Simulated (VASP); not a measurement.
Cu, 1 atom in the cell. The typed cell holds 1 atom: a = 2.424 Å, b = 2.424 Å, c = 2.424 Å, α = 110.71°, β = 106.93°, γ = 110.81°.  This cell differs from its parent crystal: strain -0.0450 x Voigt [1, 0, 0, 0, 0, 0].

* Program: VASP 6.6.1
* Task: single point
* Functional: PBEsol
* Potentials or basis: VASP PAW PBE potentials, release 64 (Cu)
* Cutoff: 520 eV
* k mesh: 24 × 24 × 24
* Occupations: gaussian, width 0.15 eV
* Spin: no spin polarisation
* Dipole correction: no
* Further INCAR settings: ALGO = Fast; EDIFF = 1e-06; NBANDS = 12

Potentials or basis: VASP PAW PBE potentials, release 64 (Cu).

Run with:

```sh
$ cat potpaw_PBE.64/Cu/POTCAR > POTCAR
$ mpirun -np 1 vasp_std > vasp.out
```

Hardware: 1 thread of Intel(R) Xeon(R) 6975P-C (Granite Rapids), with other jobs on the host.

Question: How long does it take, and how much memory?

Answer: It took 110 s on 1 thread of Intel(R) Xeon(R) 6975P-C (Granite Rapids), with other jobs on the host, peak memory 0.35 GiB. Counts: scf iterations 13, k points 1963.
